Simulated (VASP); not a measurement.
# GaAs: relaxation of cell and atoms with PBEsol+D3(BJ)

Crystal: GaAs.

```xyz
2
Lattice="0.0000 2.8268 2.8268 2.8268 0.0000 2.8268 2.8268 2.8268 0.0000" Properties=species:S:1:pos:R:3 pbc="T T T"
As    4.2403    4.2403    4.2403
Ga    0.0000    0.0000    0.0000
```

- Program: VASP 6.6.1
- Task: relaxation of cell and atoms
- Functional: PBEsol
- Dispersion: D3(BJ)
- Potentials or basis: VASP PAW PBE potentials, release 64 (As, Ga_d)
- Cutoff: 600 eV
- k mesh: 8 × 8 × 8
- Occupations: fermi-dirac, width 0.05 eV
- Spin: no spin polarisation
- Dipole correction: no
- Further INCAR settings: ALGO = Normal; EDIFF = 1e-06; IBRION = 2; EDIFFG = -0.01; NSW = 60; ISIF = 3

The relaxed volume is 22.03 Å³/atom. The relaxed cell is a = 3.965 Å, b = 3.965 Å, c = 3.965 Å, α = 60.00°, β = 60.00°, γ = 60.00°, the space group after relaxing (to 0.1 Å) is F-43m (No. 216) and the energy gained by relaxing is 3.1 meV/atom. The ionic steps are 3 and the pressure after relaxing is 0.0 GPa. The band gap on the k mesh is 0.64 eV and the dispersion energy per atom is -0.307 eV.

Step by step:
| step | energy change (eV) | largest force (eV/Å) | pressure (GPa) | volume (Å³) |
| --- | --- | --- | --- | --- |
| 1 | 0.0000 | 0.0000 | -1.77 | 45.18 |
| 2 | -0.0049 | 0.0000 | 0.82 | 43.56 |
| 3 | -0.0063 | 0.0000 | 0.02 | 44.07 |

Final structure:
```cif
data_structure
_symmetry_space_group_name_H-M 'P 1'
_symmetry_Int_Tables_number 1
_cell_length_a 3.9647
_cell_length_b 3.9647
_cell_length_c 3.9647
_cell_angle_alpha 60.000
_cell_angle_beta 60.000
_cell_angle_gamma 60.000
_cell_volume 44.07
loop_
_atom_site_label
_atom_site_type_symbol
_atom_site_fract_x
_atom_site_fract_y
_atom_site_fract_z
_atom_site_occupancy
As1 As 0.75000 0.75000 0.75000 1
Ga1 Ga 0.00000 0.00000 0.00000 1
```

Levels at points of the mesh, in eV from the valence-band top:
```tsv
k point	band 7	band 8	band 9	band 10	band 11	band 12
(0.00, 0.00, 0.00)	0.00	0.00	0.00	0.64	3.69	3.69
(0.50, 0.00, 0.00)	-6.82	-1.19	-1.19	1.00	4.59	4.59
(0.50, 0.50, 0.00)	-6.97	-2.79	-2.79	1.30	1.55	10.33
```

Run time: 49 s on 1 thread of Intel Xeon 8259CL, on a shared host, peak memory 0.21 GiB.

Caveat: semilocal functionals underestimate gaps, and a narrow one can read as zero; the PAW data sets were made with another functional, which shifts forces and pressure a little. A k mesh can miss the band edges.
